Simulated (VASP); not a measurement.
# CrO2 (P4_2/mnm) in VASP: notebook

The runs below take CrO2 through single point, with LDA+U.

Program: VASP 6.6.1. These are calculated values, not measurements. Logs are shortened: lines on timing, memory, paths and dates and some standing lists are left out, and cuts for length are marked.

## Step 1: The cell of the first run

Symmetry: P4_2/mnm, No. 136, tetragonal system. The conventional cell has a = 4.421 Å, b = 4.421 Å, c = 2.917 Å, α = 90.00°, β = 90.00°, γ = 90.00°. Within 2.5 Å of Cr (site symmetry mmm) lie 6 O at 1.88 to 1.92 Å. O (site symmetry m2m) has 3 Cr at 1.88 to 1.92 Å and 1 O at 2.49 Å within 2.5 Å.

## Step 2: Single point, LDA+U, collinear spin, antiferromagnetic start

The input, INCAR:

```
PREC = Accurate
ENCUT = 520
EDIFF = 1E-6
ISMEAR = 0
SIGMA = 0.05
LREAL = F
LASPH = T
NELM = 150
ALGO = Normal
ISIF = 2
LWAVE = F
LCHARG = F
ISPIN = 2
MAGMOM = 2 -2 0 0 0 0
LORBIT = 11
LMAXMIX = 4
LDAU = T
LDAUTYPE = 2
LDAUL = 2 -1
LDAUU = 6 0
LDAUJ = 0 0
LDAUPRINT = 1
GGA = CA
NBANDS = 37
```

The input, KPOINTS:

```
Automatic mesh
0
Gamma
  4 4 6
```

The input, POSCAR:

```
CrO2
1.0
    4.4210008300      0.0000000000      0.0000000000
    0.0000000000      4.4210008300      0.0000000000
    0.0000000000      0.0000000000      2.9170005500
Cr O
2 4
Direct
    0.0000000000      0.0000000000      0.0000000000
    0.5000000000      0.5000000000      0.5000000000
    0.3010000000      0.3010000000      0.0000000000
    0.1990000000      0.8010000000      0.5000000000
    0.6990000000      0.6990000000      0.0000000000
    0.8010000000      0.1990000000      0.5000000000
```

Potentials or basis: VASP PAW LDA potentials, release 64 (Cr_pv, O).

Command:

```console
> cat potpaw_LDA.64/Cr_pv/POTCAR potpaw_LDA.64/O/POTCAR > POTCAR
> mpirun -np 1 vasp_std > vasp.out
```

OUTCAR:

```text
PREC = Accurate
   ENCUT = 520
   EDIFF = 1E-6
   ISMEAR = 0
   LREAL = F
   LASPH = T
   NELM = 150
   ISIF = 2
   ISPIN = 2
   LORBIT = 11
   GGA = CA

 ion  position               nearest neighbor table
   1  0.000  0.000  0.000-   3 1.88   5 1.88   4 1.92   6 1.92   4 1.92   6 1.92
   2  0.500  0.500  0.500-   4 1.88   6 1.88   5 1.92   3 1.92   3 1.92   5 1.92
   3  0.301  0.301  0.000-   1 1.88   2 1.92   2 1.92
   4  0.199  0.801  0.500-   2 1.88   1 1.92   1 1.92
   5  0.699  0.699  0.000-   1 1.88   2 1.92   2 1.92
   6  0.801  0.199  0.500-   2 1.88   1 1.92   1 1.92

  LATTYP: Found a simple tetragonal cell.
 ALAT       =     4.4210008300
 C/A-ratio  =     0.6598054744

  Lattice vectors:

 A1 = (   4.4210008300,   0.0000000000,   0.0000000000)
 A2 = (   0.0000000000,   4.4210008300,   0.0000000000)
 A3 = (   0.0000000000,   0.0000000000,   2.9170005500)

Analysis of symmetry for initial positions (statically):
=====================================================================
 Subroutine PRICEL returns:
 Original cell was already a primitive cell.

 Routine SETGRP: Setting up the symmetry group for a
 simple tetragonal supercell.

 Subroutine GETGRP returns: Found 16 space group operations
 (whereof  8 operations were pure point group operations)
 out of a pool of 16 trial point group operations.

The static configuration has the point symmetry D_2h.
 The point group associated with its full space group is D_4h.

Analysis of symmetry for dynamics (positions and initial velocities):
=====================================================================
 Subroutine PRICEL returns:
 Original cell was already a primitive cell.

 Routine SETGRP: Setting up the symmetry group for a
 simple tetragonal supercell.

 Subroutine GETGRP returns: Found 16 space group operations
 (whereof  8 operations were pure point group operations)
 out of a pool of 16 trial point group operations.

The dynamic configuration has the point symmetry D_2h.
 The point group associated with its full space group is D_4h.

Analysis of structural, dynamic, and magnetic symmetry:
=====================================================================
 Subroutine PRICEL returns:
 Original cell was already a primitive cell.

 Routine SETGRP: Setting up the symmetry group for a
 simple tetragonal supercell.

 Subroutine GETGRP returns: Found 16 space group operations
 (whereof  8 operations were pure point group operations)
 out of a pool of 16 trial point group operations.

The overall configuration has the point symmetry D_2h.
 The point group associated with its full space group is D_4h.

 Subroutine INISYM returns: Found 16 space group operations
 (whereof  8 operations are pure point group operations),
 and found     1 'primitive' translations

----------------------------------------------------------------------------------------

                                     Primitive cell

  volume of cell :      57.0135
[... 165 lines left out ...]
  o =  0.1395  v =  0.0000  0.0000  0.0000  0.0000  0.0000 -0.0000  0.0000 -0.0000  0.0000  1.0000      0.0000  0.0000  0.0000  0.0000  0.0000  0.0000  0.0000  0.0000  0.0000  0.0000
  o =  0.2526  v =  0.0000  0.0000 -0.0000  0.0000 -1.0000  0.0000  0.0000  0.0000  0.0000  0.0000      0.0000  0.0000  0.0000  0.0000  0.0000  0.0000  0.0000  0.0000  0.0000  0.0000
  o =  0.3148  v =  0.0000  0.0000  0.0000  0.0000  0.0000  0.0000  0.7071  0.0000 -0.7071 -0.0000      0.0000  0.0000  0.0000  0.0000  0.0000  0.0000  0.0000  0.0000  0.0000  0.0000
  o =  0.3379  v =  0.0000  0.0000  0.0000  0.0000  0.0000 -0.8549 -0.0000  0.5187  0.0000 -0.0000      0.0000  0.0000  0.0000  0.0000  0.0000  0.0000  0.0000  0.0000  0.0000  0.0000
  o =  0.3998  v =  0.0000  0.7071  0.0000 -0.7071  0.0000  0.0000  0.0000  0.0000  0.0000  0.0000      0.0000  0.0000  0.0000  0.0000  0.0000  0.0000  0.0000  0.0000  0.0000  0.0000
  o =  0.4280  v = -0.8007  0.0000  0.5991  0.0000 -0.0000  0.0000  0.0000  0.0000  0.0000  0.0000      0.0000  0.0000  0.0000  0.0000  0.0000  0.0000  0.0000  0.0000  0.0000  0.0000
  o =  0.9649  v = -0.5991 -0.0000 -0.8007  0.0000  0.0000  0.0000  0.0000  0.0000  0.0000  0.0000      0.0000  0.0000  0.0000  0.0000  0.0000  0.0000  0.0000  0.0000  0.0000  0.0000
  o =  0.9679  v =  0.0000  0.7071  0.0000  0.7071  0.0000  0.0000  0.0000  0.0000  0.0000  0.0000      0.0000  0.0000  0.0000  0.0000  0.0000  0.0000  0.0000  0.0000  0.0000  0.0000

atom =   2  type =  1  l = 2

 onsite density matrix

spin component  1

  0.2634  0.0000  0.1227  0.0000 -0.0000
  0.0000  0.1999  0.0000  0.1149  0.0000
  0.1227  0.0000  0.1356  0.0000  0.0000
  0.0000  0.1149  0.0000  0.1999  0.0000
 -0.0000  0.0000  0.0000  0.0000  0.1395

spin component  2

  0.6207  0.0000 -0.2575  0.0000  0.0000
  0.0000  0.6839  0.0000 -0.2840  0.0000
 -0.2575  0.0000  0.7722  0.0000 -0.0000
  0.0000 -0.2840  0.0000  0.6839  0.0000
  0.0000  0.0000 -0.0000  0.0000  0.2526

 occupancies and eigenvectors

  o =  0.0611  v = -0.5187 -0.0000  0.8549  0.0000 -0.0000  0.0000  0.0000  0.0000  0.0000  0.0000      0.0000  0.0000  0.0000  0.0000  0.0000  0.0000  0.0000  0.0000  0.0000  0.0000
  o =  0.0850  v =  0.0000  0.7071  0.0000 -0.7071 -0.0000  0.0000  0.0000  0.0000  0.0000  0.0000      0.0000  0.0000  0.0000  0.0000  0.0000  0.0000  0.0000  0.0000  0.0000  0.0000
  o =  0.1395  v = -0.0000  0.0000  0.0000  0.0000  1.0000  0.0000  0.0000  0.0000  0.0000  0.0000      0.0000  0.0000  0.0000  0.0000  0.0000  0.0000  0.0000  0.0000  0.0000  0.0000
  o =  0.2526  v =  0.0000  0.0000  0.0000  0.0000  0.0000  0.0000 -0.0000  0.0000  0.0000  1.0000      0.0000  0.0000  0.0000  0.0000  0.0000  0.0000  0.0000  0.0000  0.0000  0.0000
  o =  0.3148  v =  0.0000 -0.7071  0.0000 -0.7071  0.0000  0.0000  0.0000  0.0000  0.0000  0.0000      0.0000  0.0000  0.0000  0.0000  0.0000  0.0000  0.0000  0.0000  0.0000  0.0000
  o =  0.3379  v = -0.8549 -0.0000 -0.5187  0.0000 -0.0000  0.0000  0.0000  0.0000  0.0000  0.0000      0.0000  0.0000  0.0000  0.0000  0.0000  0.0000  0.0000  0.0000  0.0000  0.0000
  o =  0.3998  v =  0.0000  0.0000  0.0000  0.0000  0.0000  0.0000 -0.7071  0.0000 -0.7071 -0.0000      0.0000  0.0000  0.0000  0.0000  0.0000  0.0000  0.0000  0.0000  0.0000  0.0000
  o =  0.4280  v =  0.0000  0.0000  0.0000  0.0000  0.0000 -0.8007  0.0000 -0.5991  0.0000  0.0000      0.0000  0.0000  0.0000  0.0000  0.0000  0.0000  0.0000  0.0000  0.0000  0.0000
  o =  0.9649  v =  0.0000  0.0000  0.0000  0.0000  0.0000 -0.5991  0.0000  0.8007  0.0000 -0.0000      0.0000  0.0000  0.0000  0.0000  0.0000  0.0000  0.0000  0.0000  0.0000  0.0000
  o =  0.9679  v =  0.0000  0.0000  0.0000  0.0000  0.0000  0.0000  0.7071  0.0000 -0.7071  0.0000      0.0000  0.0000  0.0000  0.0000  0.0000  0.0000  0.0000  0.0000  0.0000  0.0000

 number of electron      48.0000025 magnetization      -0.0000000

 Free energy of the ion-electron system (eV)
  ---------------------------------------------------
  ext. energy  EPLUGINS =         0.00000000
  ---------------------------------------------------
  free energy    TOTEN  =       -45.50650337 eV

  energy without entropy =      -45.50650337  energy(sigma->0) =      -45.50650337

 E-fermi :   5.3099     XC(G=0): -12.5020

 val. band max:        4.9666567654   @ k =   0.0000   0.0000   0.0000
 cond. band min:       5.5202276552   @ k =   0.5000   0.0000   0.5000
 fundamental gap:      0.5535708898
 Fermi energy:         5.3099106287

 spin component 1

 k-point     1 :       0.0000    0.0000    0.0000
  band No.  band energies     occupation
      1     -39.7419      1.00000
      2     -39.7409      1.00000
      3     -39.3114      1.00000
      4     -37.9287      1.00000
      5     -37.8383      1.00000
      6     -36.9556      1.00000
[... 925 lines left out ...]
     35      16.5544      0.00000
     36      16.6166      0.00000
 Fermi energy:         5.3099106287

 spin component 2

 k-point     1 :       0.0000    0.0000    0.0000
  band No.  band energies     occupation
      1     -39.7419      1.00000
      2     -39.7409      1.00000
      3     -39.3114      1.00000
      4     -37.9287      1.00000
      5     -37.8383      1.00000
      6     -36.9556      1.00000
[... 925 lines left out ...]
     35      16.5544      0.00000
     36      16.6166      0.00000
 [bands above 36 left out]

------------------------ aborting loop because EDIFF is reached ----------------------------------------

  FORCE on cell =-STRESS in cart. coord.  units (eV):
  Direction    XX          YY          ZZ          XY          YZ          ZX
  --------------------------------------------------------------------------------------
  -------------------------------------------------------------------------------------
  Total       -1.2145255     -1.2145255      0.3368863      0.0000000      0.0000000      0.0000000
  in kB      -34.1302538    -34.1302538      9.4670828      0.0000000      0.0000000      0.0000000
  external PRESSURE =     -19.5978083 kB  Pullay stress =       0.0000000 kB

 VOLUME and BASIS-vectors are now :
 -----------------------------------------------------------------------------
  energy-cutoff  :      520.00
  volume of cell :       57.01
      direct lattice vectors                 reciprocal lattice vectors
     4.421000830  0.000000000  0.000000000     0.226193127  0.000000000  0.000000000
     0.000000000  4.421000830  0.000000000     0.000000000  0.226193127  0.000000000
     0.000000000  0.000000000  2.917000550     0.000000000  0.000000000  0.342817899

 POSITION                                       TOTAL-FORCE (eV/Angst)
 -----------------------------------------------------------------------------------
      0.00000      0.00000      0.00000         0.000000      0.000000      0.000000
      2.21050      2.21050      1.45850         0.000000      0.000000      0.000000
      1.33072      1.33072      0.00000        -0.132184     -0.132184      0.000000
      0.87978      3.54122      1.45850         0.132184     -0.132184      0.000000
      3.09028      3.09028      0.00000         0.132184      0.132184      0.000000
      3.54122      0.87978      1.45850        -0.132184      0.132184      0.000000
 -----------------------------------------------------------------------------------
    total drift:                                0.000000      0.000000      0.000000

  FREE ENERGIE OF THE ION-ELECTRON SYSTEM (eV)
  ---------------------------------------------------
  free  energy   TOTEN  =       -45.5065033710 eV

  energy  without entropy=      -45.5065033710  energy(sigma->0) =      -45.50650337

 total charge

# of ion       s       p       d       tot
------------------------------------------
    1        0.385   6.492   3.915  10.792
    2        0.385   6.492   3.915  10.792
    3        1.556   3.476   0.000   5.033
    4        1.556   3.476   0.000   5.033
    5        1.556   3.476   0.000   5.033
    6        1.556   3.476   0.000   5.033
--------------------------------------------------
tot          6.995  26.889   7.830  41.714

 magnetization (x)

# of ion       s       p       d       tot
------------------------------------------
    1        0.024   0.017   2.072   2.112
    2       -0.024  -0.017  -2.072  -2.112
    3        0.000  -0.012   0.000  -0.011
    4       -0.000   0.012   0.000   0.011
    5        0.000  -0.012   0.000  -0.011
    6       -0.000   0.012   0.000   0.011
--------------------------------------------------
tot          0.000   0.000   0.000   0.000
```

Run time: 78 s. Hardware: 1 thread of AMD EPYC 7R13 (Zen 3), shared host; peak memory 0.17 GiB.

What came out:

| Quantity | Value |
| --- | --- |
| Free energy | -45.5065 eV |
| Pressure | -2.0 GPa |
| Largest force | 0.187 eV/Å |
| Band gap on the k mesh | 0.55 eV (least direct gap 0.83 eV) |
| Net moment | 0.00 μB per cell |
| Site moments | Cr +2.11, -2.11; O -0.01, +0.01 (each value once) μB |
| Valence electrons inside the program's atomic spheres | Cr 10.79; O 5.03 |

Forces in eV/Å, atoms in the order of the input:
```
Cr   0.000  0.000  0.000
Cr   0.000  0.000  0.000
O   -0.132 -0.132  0.000
O    0.132 -0.132  0.000
O    0.132  0.132  0.000
O   -0.132  0.132  0.000
```

Eigenvalues of the final occupation matrices:
```csv
site,spin,trace,eigenvalues
site 1 d,1,3.01,0.25 0.40 0.43 0.96 0.97
site 1 d,2,0.94,0.06 0.09 0.14 0.31 0.34
site 2 d,1,0.94,0.06 0.09 0.14 0.31 0.34
site 2 d,2,3.01,0.25 0.40 0.43 0.96 0.97
```

A k mesh can miss the band edges. The state reached can hang on the start; a lower one may exist.

[end of part 1 of 2]
